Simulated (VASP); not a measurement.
Set up this calculation in VASP 6.6.1, as the native input.

* Task: relaxation of cell and atoms
* Functional: PBE
* Potentials or basis: VASP PAW PBE potentials, release 64 (Al, P)
* Cutoff: 600 eV
* k mesh: 6 × 6 × 6
* Occupations: gaussian, width 0.2 eV
* Spin: no spin polarisation
* Dipole correction: no
* Further INCAR settings: ALGO = Normal; EDIFF = 1e-06; IBRION = 2; EDIFFG = -0.08; NSW = 36; ISIF = 3

The structure of Al5P2 lies in POSCAR:

```
Al5P2
1.0
   -1.9250000000      1.9250000000      8.6000000000
    1.9250000000     -1.9250000000      8.6000000000
    1.9250000000      1.9250000000     -8.6000000000
Al P
5 2
Direct
    0.0000000000      0.0000000000      0.0000000000
    0.3550000000      0.3550000000      0.0000000000
    0.6450000000      0.6450000000      0.0000000000
    0.2500000000      0.7500000000      0.5000000000
    0.7500000000      0.2500000000      0.5000000000
    0.9275000000      0.4275000000      0.5000000000
    0.5725000000      0.0725000000      0.5000000000
```

The input as run:

INCAR

```
ALGO = Normal ; EDIFF = 1E-6
EDIFFG = -0.08 ; ENCUT = 600
GGA = PE ; IBRION = 2
ISIF = 3 ; ISMEAR = 0
LASPH = True ; LCHARG = False
LREAL = False ; LWAVE = False
NELM = 100 ; NSW = 36
PREC = Accurate ; SIGMA = 0.2
```

KPOINTS

```
k-points
0
Gamma
  6 6 6
```

Potentials or basis: VASP PAW PBE potentials, release 64 (Al, P).

Command:

```console
$ cat potpaw_PBE.64/Al/POTCAR potpaw_PBE.64/P/POTCAR > POTCAR
$ mpirun -np 1 vasp_std > vasp.out
```

It gave:

- Relaxed volume: 20.67 Å³/atom
- Relaxed cell: a = 9.920 Å, b = 9.920 Å, c = 9.920 Å, α = 157.35°, β = 157.35°, γ = 32.25°
- Space group after relaxing (to 0.1 Å): I-4m2 (No. 119)
- Energy gained by relaxing: 96.9 meV/atom
- Ionic steps: 8
- Pressure after relaxing: -0.1 GPa
- Largest force after relaxing: 0.036 eV/Å
- Band gap on the k mesh: zero (an odd number of electrons rules out a gap without spin polarisation)

Caveat: the relaxation stopped at a loose force limit of 0.08 eV/Å, so its end isn't a converged minimum.

Run time: 39 min on 1 thread of Intel Xeon 8259CL, on a shared host, peak memory 0.83 GiB.
